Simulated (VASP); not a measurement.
Input of a VASP 6.6.1 run:

The input INCAR:

```
SYSTEM = Mg7Te
PREC = Accurate
ENCUT = 600
EDIFF = 1E-6
ISMEAR = 0
SIGMA = 0.2
LREAL = .FALSE.
LASPH = .TRUE.
NELM = 120
ALGO = Normal
ISIF = 2
LWAVE = .FALSE.
LCHARG = .TRUE.
GGA = PE
LELF = .TRUE.
LVHAR = .TRUE.
NBANDS = 20
GGA_COMPAT = .FALSE.
```

KPOINTS

```
Automatic mesh
0
G
  3 3 3
  0 0 0
```

The input POSCAR:

```
Mg7Te
1.0
    0.0000000000      5.6480446386      5.6480446386
    5.6480446386      0.0000000000      5.6480446386
    5.6480446386      5.6480446386      0.0000000000
Mg Te
7 1
Direct
    0.2429226953      0.7570773047      0.7570773047
    0.7570773047      0.2429226953      0.2429226953
    0.7570773047      0.2429226953      0.7570773047
    0.2429226953      0.7570773047      0.2429226953
    0.7570773047      0.7570773047      0.2429226953
    0.2429226953      0.2429226953      0.7570773047
    0.0000000000      0.0000000000      0.0000000000
    0.5000000000      0.5000000000      0.5000000000
```

Potentials or basis: VASP PAW PBE potentials, release 64 (Mg, Te).

Command:

```sh
$ cat potpaw_PBE.64/Mg/POTCAR potpaw_PBE.64/Te/POTCAR > POTCAR
$ mpirun -np 1 vasp_std > vasp.out
```

Predict the pressure.

0.2 GPa.

Estimate the largest force.

0.028 eV/Å.

Forces in eV/Å, atoms in the order of the input:
```
Mg   0.028  0.000  0.000
Mg  -0.028  0.000  0.000
Mg   0.000  0.028  0.000
Mg   0.000 -0.028  0.000
Mg   0.000  0.000  0.028
Mg   0.000  0.000 -0.028
Mg   0.000  0.000  0.000
Te   0.000  0.000  0.000
```
